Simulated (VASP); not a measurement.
# S3O (Pm-3m) in VASP: notebook, part 2 of 4

VASP 6.6.1. Earlier steps stand in the parts before.

## (4) Single point, PBE+D3(BJ), collinear spin, ferromagnetic start

Contents of INCAR:

```
PREC = Accurate
ENCUT = 520
EDIFF = 1E-6
ISMEAR = 0
SIGMA = 0.1
LREAL = F
LASPH = T
NELM = 150
ALGO = Normal
ISIF = 2
LWAVE = F
LCHARG = T
ISPIN = 2
MAGMOM = 0 0 0 1.06
LORBIT = 11
GGA = PE
IVDW = 12
LELF = T
LVHAR = T
NBANDS = 24
```

Contents of KPOINTS:

```
regular mesh
0
Gamma
  6 6 6
```

Contents of POSCAR:

```
S3O
1.0
    3.7291296199      0.0000000000      0.0000000000
    0.0000000000      3.7291296199      0.0000000000
    0.0000000000      0.0000000000      3.7291296199
S O
3 1
Direct
    0.5000000000      0.0000000000      0.5000000000
    0.0000000000      0.5000000000      0.5000000000
    0.5000000000      0.5000000000      0.0000000000
    0.0000000000      0.0000000000      0.0000000000
```

Potentials or basis: VASP PAW PBE potentials, release 64 (S, O).

On the command line:

```
cat potpaw_PBE.64/S/POTCAR potpaw_PBE.64/O/POTCAR > POTCAR
mpirun -np 1 vasp_std > vasp.out
```

OUTCAR:

```text
PREC = Accurate
   ENCUT = 520
   EDIFF = 1E-6
   ISMEAR = 0
   LREAL = F
   LASPH = T
   NELM = 150
   ISIF = 2
   ISPIN = 2
   LORBIT = 11
   GGA = PE
   IVDW = 12
 IVDW          = 12

 ion  position               nearest neighbor table
   1  0.500  0.000  0.500-   2 2.64   3 2.64   3 2.64   2 2.64   3 2.64   3 2.64   2 2.64   2 2.64

   2  0.000  0.500  0.500-   1 2.64   3 2.64   3 2.64   1 2.64   1 2.64   3 2.64   3 2.64   1 2.64

   3  0.500  0.500  0.000-   1 2.64   2 2.64   1 2.64   2 2.64   1 2.64   1 2.64   2 2.64   2 2.64

   4  0.000  0.000  0.000-

  LATTYP: Found a simple cubic cell.
 ALAT       =     3.7291296199

  Lattice vectors:

 A1 = (   3.7291296199,   0.0000000000,   0.0000000000)
 A2 = (   0.0000000000,   3.7291296199,   0.0000000000)
 A3 = (   0.0000000000,   0.0000000000,   3.7291296199)

Analysis of symmetry for initial positions (statically):
=====================================================================
 Subroutine PRICEL returns:
 Original cell was already a primitive cell.

 Routine SETGRP: Setting up the symmetry group for a
 simple cubic supercell.

 Subroutine GETGRP returns: Found 48 space group operations
 (whereof 48 operations were pure point group operations)
 out of a pool of 48 trial point group operations.

The static configuration has the point symmetry O_h .

Analysis of symmetry for dynamics (positions and initial velocities):
=====================================================================
 Subroutine PRICEL returns:
 Original cell was already a primitive cell.

 Routine SETGRP: Setting up the symmetry group for a
 simple cubic supercell.

 Subroutine GETGRP returns: Found 48 space group operations
 (whereof 48 operations were pure point group operations)
 out of a pool of 48 trial point group operations.

The dynamic configuration has the point symmetry O_h .

Analysis of structural, dynamic, and magnetic symmetry:
=====================================================================
 Subroutine PRICEL returns:
 Original cell was already a primitive cell.

 Routine SETGRP: Setting up the symmetry group for a
 simple cubic supercell.

 Subroutine GETGRP returns: Found 48 space group operations
 (whereof 48 operations were pure point group operations)
 out of a pool of 48 trial point group operations.

The overall configuration has the point symmetry O_h .

 Subroutine INISYM returns: Found 48 space group operations
 (whereof 48 operations are pure point group operations),
 and found     1 'primitive' translations

----------------------------------------------------------------------------------------

                                     Primitive cell

  volume of cell :      51.8588

  direct lattice vectors                    reciprocal lattice vectors
     3.729129620  0.000000000  0.000000000     0.268159089  0.000000000  0.000000000
     0.000000000  3.729129620  0.000000000     0.000000000  0.268159089  0.000000000
     0.000000000  0.000000000  3.729129620     0.000000000  0.000000000  0.268159089

  length of vectors
[... 78 lines left out ...]
   LASPH  =      T    aspherical Exc in radial PAW
   ENCUT  =  520.0 eV  38.22 Ry    6.18 a.u.   6.93  6.93  6.93*2*pi/ulx,y,z
   NELM   =    150;   NELMIN=  2; NELMDL= -5     # of ELM steps
   EDIFF  = 0.1E-05   stopping-criterion for ELM
   LREAL  =      F    real-space projection
   EDIFFG = 0.1E-04   stopping-criterion for IOM
   NSW    =      0    number of steps for IOM
   IBRION =     -1    ionic relax: 0-MD 1-quasi-New 2-CG
   NFREE  =      0    steps in history (QN), initial steepest desc. (CG)
   ISIF   =      2    stress and relaxation
   ISYM   =      2    0-nonsym 1-usesym 2-fastsym
   POTIM  = 0.5000    time-step for ionic-motion
   TEBEG  =    0.0;   TEEND  =   0.0 temperature during run
   PSTRESS=    0.0 pullay stress
   NELECT =      24.0000    total number of electrons
   NUPDOWN=      -1.0000    fix difference up-down
   EMIN   =  10.00;   EMAX   =-10.00  energy-range for DOS
   EFERMI =   0.00;   METHOD = LEGACY
   ISMEAR =     0;   SIGMA  =   0.10  broadening in eV -4-tet -1-fermi 0-gaus
   EFERMI_NEDOS =   21; number of points for ismear=-14 and -15
   IALGO  =     38    algorithm
   IMIX   =      4    mixing-type and parameters
     AMIX     =   0.40;   BMIX     =  1.00
     AMIX_MAG =   1.60;   BMIX_MAG =  1.00
  volume/ion in A,a.u.               =      12.96        87.49
  Fermi-wavevector in a.u.,A,eV,Ry     =   1.266303  2.392966 21.817272  1.603524
  Thomas-Fermi vector in A             =   2.399511
   LORBIT       =     11    0 simple, 1 ext, 2 COOP (PROOUT), +10 PAW based schemes
   GGA     = PE    functional components
   LHFCALC =     F    Hartree Fock is set to
   AEXX    =    0.0000 exact exchange contribution
   IVDW    =    12    specifies the selected vdW correction
   LEPSILON=     F    determine dielectric tensor
   LRPA    =     F    only Hartree local field effects (RPA)
 spin polarized calculation
 Gauss-broadening in eV      SIGMA  =   0.10
  energy-cutoff  :      520.00
  volume of cell :       51.86
 maximum number of plane-waves:      1412
 NGX is ok and might be reduce to    28
   NGX = 13   NGY = 13   NGZ = 13

 number of electron      24.0000000 magnetization       1.0600000

 number of electron      24.0000000 magnetization      -0.0085561

 Free energy of the ion-electron system (eV)
  ---------------------------------------------------
  ext. energy  EPLUGINS =         0.00000000
  ---------------------------------------------------
  free energy    TOTEN  =       -11.94414828 eV

  energy without entropy =      -11.92340792  energy(sigma->0) =      -11.93377810

 E-fermi :   7.5472     XC(G=0): -11.5990

 val. band max:        7.5207078910   @ k =   0.3333   0.3333   0.0000
 cond. band min:       7.5527571260   @ k =   0.3333   0.3333   0.3333
 fundamental gap:      0.0320492351
 Fermi energy:         7.5471684015

 spin component 1

 k-point     1 :       0.0000    0.0000    0.0000
  band No.  band energies     occupation
      1     -10.9254      1.00000
      2      -7.2799      1.00000
      3      -3.0093      1.00000
      4      -3.0093      1.00000
      5       0.8384      1.00000
      6       0.8384      1.00000
[... 529 lines left out ...]
     23      19.6512      0.00000
     24      22.3398      0.00000
 Fermi energy:         7.5471684015

 spin component 2

 k-point     1 :       0.0000    0.0000    0.0000
  band No.  band energies     occupation
      1     -10.9295      1.00000
      2      -7.2859      1.00000
      3      -3.0106      1.00000
      4      -3.0106      1.00000
      5       0.8372      1.00000
      6       0.8372      1.00000
[... 529 lines left out ...]
     23      19.6511      0.00000
     24      22.3392      0.00000

------------------------ aborting loop because EDIFF is reached ----------------------------------------

 Edisp (eV)   -1.32410

 E8    (eV) :    -0.4554

  FORCE on cell =-STRESS in cart. coord.  units (eV):
  Direction    XX          YY          ZZ          XY          YZ          ZX
  --------------------------------------------------------------------------------------
  -------------------------------------------------------------------------------------
  Total      -0.60953    -0.60953    -0.60953     0.00000     0.00000     0.00000
  in kB     -18.83143   -18.83143   -18.83143     0.00000     0.00000     0.00000
  external pressure =      -18.83 kB  Pullay stress =        0.00 kB

 VOLUME and BASIS-vectors are now :
 -----------------------------------------------------------------------------
  energy-cutoff  :      520.00
  volume of cell :       51.86
      direct lattice vectors                 reciprocal lattice vectors
     3.729129620  0.000000000  0.000000000     0.268159089  0.000000000  0.000000000
     0.000000000  3.729129620  0.000000000     0.000000000  0.268159089  0.000000000
     0.000000000  0.000000000  3.729129620     0.000000000  0.000000000  0.268159089

 POSITION                                       TOTAL-FORCE (eV/Angst)
 -----------------------------------------------------------------------------------
      1.86456      0.00000      1.86456         0.000000      0.000000      0.000000
      0.00000      1.86456      1.86456         0.000000      0.000000      0.000000
      1.86456      1.86456      0.00000         0.000000      0.000000      0.000000
      0.00000      0.00000      0.00000         0.000000      0.000000      0.000000
 -----------------------------------------------------------------------------------
    total drift:                               -0.000000      0.000000      0.000000

  FREE ENERGIE OF THE ION-ELECTRON SYSTEM (eV)
  ---------------------------------------------------
  free  energy   TOTEN  =       -13.2682473955 eV

  energy  without entropy=      -13.2475070331  energy(sigma->0) =      -13.25787721

 total charge

# of ion       s       p       d       tot
------------------------------------------
    1        1.452   1.981   0.000   3.433
    2        1.452   1.981   0.000   3.433
    3        1.452   1.981   0.000   3.433
    4        1.622   3.134   0.000   4.756
--------------------------------------------------
tot          5.979   9.076   0.000  15.055

 magnetization (x)

# of ion       s       p       d       tot
------------------------------------------
    1       -0.000  -0.001   0.000  -0.001
    2       -0.000  -0.001   0.000  -0.001
    3       -0.000  -0.001   0.000  -0.001
    4       -0.000  -0.006   0.000  -0.006
--------------------------------------------------
tot         -0.000  -0.008   0.000  -0.008
```

stdout:

```text
POSCAR found type information on POSCAR S O
 POSCAR found :  2 types and       4 ions
 scaLAPACK will be used
 LDA part: xc-table for (Slater+PW92), standard interpolation
 POSCAR, INCAR and KPOINTS ok, starting setup
 FFT: planning ... GRIDC
 FFT: planning ... GRID_SOFT
 FFT: planning ... GRID
 WAVECAR not read
 entering main loop
```

Run time: 30 s. Hardware: 1 thread of Oxide Virtual Turin-like, shared host; peak memory 0.16 GiB.

Results:

```yaml
Free_energy: -13.2682 eV
Pressure: -1.9 GPa
Band_gap_on_the_k_mesh: zero (filled and empty bands overlap)
Net_moment: -0.01 μB per cell
Valence_electrons_inside_the_program's_atomic_spheres: S 3.43; O 4.76
Dispersion_energy_per_atom: -0.331 eV
```

(Continued in part 3 of 4.)

The gap in the log of VASP goes by the Fermi energy; the results here count the filled bands.